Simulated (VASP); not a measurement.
Set up this calculation in VASP 6.6.1, as the native input.

| Quantity | Value |
| --- | --- |
| Task | single point |
| Functional | PBE |
| Potentials or basis | VASP PAW PBE potentials, release 64 (Ta_pv, N, H) |
| Cutoff | 520 eV |
| k mesh | 4 × 5 × 5, shifted |
| Occupations | gaussian, width 0.1 eV |
| Spin | no spin polarisation |
| Dipole correction | no |
| Further INCAR settings | LREAL = Auto; ALGO = Normal; EDIFF = 1e-07; NBANDS = 78 |

The structure of Ta8HN8 (a cell with a defect) lies in POSCAR:

```
Ta8HN8
1.0
    0.0000000000      0.0000000000     -5.7955432031
    5.9003693593      0.0000000000      0.0000000000
   -2.9501846797     -5.1098697569      0.0000000000
Ta N H
8 8 1
Direct
    0.2500214301      0.8333347807      0.1666655004
    0.7500206361      0.8333370223      0.1666635434
    0.2499981364      0.3328955954      0.1657862216
    0.7499940640      0.3383940914      0.1767821966
    0.2499974462      0.8342142144      0.6671046743
    0.7499933738      0.8232182531      0.6616062954
    0.2500043480      0.3328952859      0.6671050657
    0.7500020011      0.3383925364      0.6616080567
    0.4975214400      0.5038833241      0.0019360572
    0.0025302201      0.5039145634      0.0019609110
    0.4975095343     -0.0019352511      0.0019362529
    0.0025246986     -0.0019594199      0.0019587583
    0.5012261833      0.5000040532      0.4999966969
   -0.0012570004      0.4999985076      0.5000011980
    0.4975204047     -0.0019350724      0.4961175374
    0.0025298750     -0.0019614127      0.4960848555
    0.7504576961      0.1666654477      0.8333355257
```

One way to write it, as run:

INCAR

```
PREC = Accurate ; ENCUT = 520
EDIFF = 1E-7 ; ISMEAR = 0
SIGMA = 0.1 ; LREAL = Auto
LASPH = True ; NELM = 80
ALGO = Normal ; ISIF = 2
LWAVE = False ; LCHARG = False
GGA = PE ; NBANDS = 78
```

KPOINTS

```
Automatic mesh
0
Gamma
  4 5 5
  0.5 0 0
```

Potentials or basis: VASP PAW PBE potentials, release 64 (Ta_pv, N, H).

Command:

```bash
$ cat potpaw_PBE.64/Ta_pv/POTCAR potpaw_PBE.64/N/POTCAR potpaw_PBE.64/H/POTCAR > POTCAR
$ mpirun -np 1 vasp_std > vasp.out
```

Results of the run:

```json
{
 "Pressure": "5.8 GPa",
 "Largest force": "0.012 eV/Å",
 "Band gap on the k mesh": "zero (an odd number of electrons rules out a gap without spin polarisation)"
}
```

Caveat: spin-orbit coupling is left out, which moves the levels of the heavy elements.

It took 39 min on 1 thread of Intel Xeon 8259CL (shared host), peak memory 0.5 GiB.
